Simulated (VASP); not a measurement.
A run of VASP 6.6.1:

File INCAR:

```
PREC = Accurate ; ENCUT = 520
EDIFF = 1E-6 ; ISMEAR = 0
SIGMA = 0.01 ; LREAL = F
LASPH = T ; NELM = 60
ALGO = Normal ; ISIF = 2
LWAVE = F ; LCHARG = F
GGA = PS ; NBANDS = 55
```

File KPOINTS:

```
regular mesh
0
Gamma
  4 4 4
```

File POSCAR:

```
Cs2InBiF6
1.0
    0.0000000000      4.9316990000      4.9316990000
    4.9316990000      0.0000000000      4.9316990000
    4.9316990000      4.9316990000      0.0000000000
Cs In Bi F
2 1 1 6
Direct
    0.7500000000      0.7500000000      0.7500000000
    0.2500000000      0.2500000000      0.2500000000
    0.5000000000      0.5000000000      0.5000000000
    0.0000000000      0.0000000000      0.0000000000
    0.7682650000      0.2317350000      0.2317350000
    0.2317350000      0.2317350000      0.7682650000
    0.2317350000      0.7682650000      0.7682650000
    0.2317350000      0.7682650000      0.2317350000
    0.7682650000      0.2317350000      0.7682650000
    0.7682650000      0.7682650000      0.2317350000
```

Potentials or basis: VASP PAW PBE potentials, release 64 (Cs_sv, In_d, Bi_d, F).

Command:

```console
$ cat potpaw_PBE.64/Cs_sv/POTCAR potpaw_PBE.64/In_d/POTCAR potpaw_PBE.64/Bi_d/POTCAR potpaw_PBE.64/F/POTCAR > POTCAR
$ mpirun -np 1 vasp_std > vasp.out
```

Hardware: 1 thread of Oxide Virtual Turin-like Processor, with other jobs on the host.

Task: Estimate the wall time of this run.

Result: Wall time 5.2 min on 1 thread of Oxide Virtual Turin-like Processor, with other jobs on the host, peak memory 0.4 GiB. Counts: scf iterations 15, k points 8.
